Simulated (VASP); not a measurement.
Wanted: the native input for a VASP 6.6.1 run.

```yaml
Task: single point
Functional: LDA
Potentials_or_basis: VASP PAW LDA potentials, release 64 (Si, Li_sv)
Cutoff: 520 eV
k_mesh: 2 × 2 × 2
Occupations: gaussian, width 0.05 eV
Spin: collinear spin, zero start
Starting_moments: "[0.0, 0.0, 0.0, 0.0, 0.0, 0.0, 0.0, 0.0, 0.0, 0.0, 0.0, 0.0, 0.0, 0.0, 0.0, 0.0, 0.0] μB"
Dipole_correction: no
Further_INCAR_settings: LREAL = Auto; ALGO = Normal; EDIFF = 1e-07; NBANDS = 52
```

The structure of LiSi16 (a cell with a defect) lies in POSCAR:

```
LiSi16
1.0
    0.0000000000      5.4300000000      5.4300000000
    5.4300000000      0.0000000000      5.4300000000
    5.4300000000      5.4300000000      0.0000000000
Si Li
16 1
Direct
    0.0036806630      0.0037830571     -0.0070906077
    0.1242393186      0.1243511050      0.1280496317
   -0.0080540516     -0.0079181400      0.5028430018
    0.1150569982      0.1154954880      0.6267148250
    0.0010151013      0.4989593002      0.0094946593
    0.1328237569      0.6197456722      0.1305825046
    0.0041258748      0.4818290055      0.5144317680
    0.1242613260      0.6172930018      0.6349992634
    0.4988820442      0.0011175875      0.0093816759
    0.6195772560      0.1330188766      0.1304892265
    0.4813572744      0.0042620626      0.5144627993
    0.6171313996      0.1242647330      0.6348949355
    0.5047167587      0.5049368324      0.0161626151
    0.6289507366      0.6290422652      0.1398531308
    0.4988202578      0.4987867403      0.5119379374
    0.6195521179      0.6196338858      0.6441801105
    0.8433697974      0.8438852670      0.3552344383
```

One way to write it, as run:

INCAR

```
ALGO     = Normal         # electronic algorithm
EDIFF    = 1E-7           # SCF threshold, eV
ENCUT    = 520            # plane-wave cutoff, eV
ISIF     = 2              # what is computed and relaxed
ISMEAR   = 0              # smearing method
ISPIN    = 2              # spin polarisation
LASPH    = True           # aspherical terms in the spheres
LCHARG   = True           # write CHGCAR
LELF     = True           # ELF
LORBIT   = 11             # projections on sites
LREAL    = Auto         
LVHAR    = True         
LWAVE    = False          # write WAVECAR
MAGMOM   = 0 0 0 0 0 0 0 0 0 0 0 0 0 0 0 0 0 # initial moments
NBANDS   = 52             # bands
NELM     = 150            # most SCF steps
PREC     = Accurate       # precision mode
SIGMA    = 0.05           # smearing width, eV
```

KPOINTS

```
k-points
0
Gamma
  2 2 2
```

Potentials or basis: VASP PAW LDA potentials, release 64 (Si, Li_sv).

Command:

```bash
$ cat potpaw_LDA.64/Si/POTCAR potpaw_LDA.64/Li_sv/POTCAR > POTCAR
$ mpirun -np 1 vasp_std > vasp.out
```

It gave:

* Largest force: 0.604 eV/Å
* Net moment: 0.00 μB per cell
* Valence electrons inside the program's atomic spheres: Si 1.72, 1.70, 1.71 (each value once); Li 2.16

Caveat: the k points lie up to 0.50 Å⁻¹ apart; no moment was typed at the start, so none could form.

Wall time 7 min on 1 thread of Intel(R) Xeon(R) 6975P-C (Granite Rapids) (shared host), peak memory 0.48 GiB.
